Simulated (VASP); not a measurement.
Runs of VASP 6.6.1 on Sc2BP3. The structure is that of space group P6/mmm (No. 191), or close to it. The cells are those of the table. The cell was generated, and may not be a known phase.

| task | cell | k mesh | cutoff (eV) | gap on the mesh (eV) | pressure (GPa) | relaxed volume (Å³/atom) |
| --- | --- | --- | --- | --- | --- | --- |
| single point | a = 5.026, b = 5.026, c = 4.503 Å, angles 90.0, 90.0, 120.0°, 6 atoms | 6 × 6 × 4 | 520 | none | 0.1 | - |
| relaxation of cell and atoms | relaxed from a = 5.026, b = 5.026, c = 4.503 Å, angles 90.0, 90.0, 120.0°, 6 atoms | 12 × 12 × 8 | 600 | none | 0.0 | (a) |
| single point | a = 4.989, b = 4.989, c = 4.544 Å, angles 90.0, 90.0, 120.0°, 6 atoms | 12 × 12 × 8 | 520 | none | 0.1 | - |
| relaxation of cell and atoms | relaxed from a = 5.526, b = 5.526, c = 4.253 Å, angles 90.0, 90.0, 120.0°, 6 atoms | 6 × 6 × 4 | 600 | none | 0.1 | 16.43 |

Alike in all rows: level PBE; potentials or basis VASP PAW PBE potentials, release 64 (Sc_sv, B, P); no spin polarisation; smearing gaussian 0.1 eV.

Problem. Fill in the values left out.

Solution. (a) 16.34.

Caveats: some runs use coarse meshes.

A gap of «none» marks levels without a gap at the run's occupations.
